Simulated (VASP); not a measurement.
Input of a VASP 6.6.1 run:

Contents of INCAR:

```
ALGO = Normal ; EDIFF = 1E-7
ENCUT = 520 ; GGA = PE
ISIF = 2 ; ISMEAR = 0
LASPH = True ; LCHARG = True
LELF = True ; LREAL = False
LVHAR = True ; LWAVE = False
NBANDS = 41 ; NELM = 60
PREC = Accurate ; SIGMA = 0.1
```

The input KPOINTS:

```
k-points
0
Gamma
  12 12 4
```

The input POSCAR:

```
TaBiO
1.0
    3.0763494767      0.0000000000      0.0000000000
    0.0000000000      3.0763494767      0.0000000000
    0.0000000000      0.0000000000     11.5624044950
Ta Bi O
2 2 2
Direct
    0.0000000000      0.5000000000      0.6300047693
    0.5000000000      0.0000000000      0.3699952307
    0.5000000000      0.0000000000      0.8315962924
    0.0000000000      0.5000000000      0.1684037076
    0.0000000000      0.5000000000      0.4428586824
    0.5000000000      0.0000000000      0.5571413176
```

Potentials or basis: VASP PAW PBE potentials, release 64 (Ta_pv, Bi_d, O).

Launch:

```sh
$ cat potpaw_PBE.64/Ta_pv/POTCAR potpaw_PBE.64/Bi_d/POTCAR potpaw_PBE.64/O/POTCAR > POTCAR
$ mpirun -np 1 vasp_std > vasp.out
```

What does it give for the largest force?

0.045 eV/Å.

Estimate the pressure.

0.1 GPa.

Predict the band gap on the k mesh.

zero (bands 32 and 33 overlap by 1.08 eV).

Stress tensor (GPa, compression positive):
```
0.06 0.00 0.00
0.00 0.06 0.00
0.00 0.00 0.15
```

Caveat: spin-orbit coupling is left out, which moves the levels of the heavy elements.
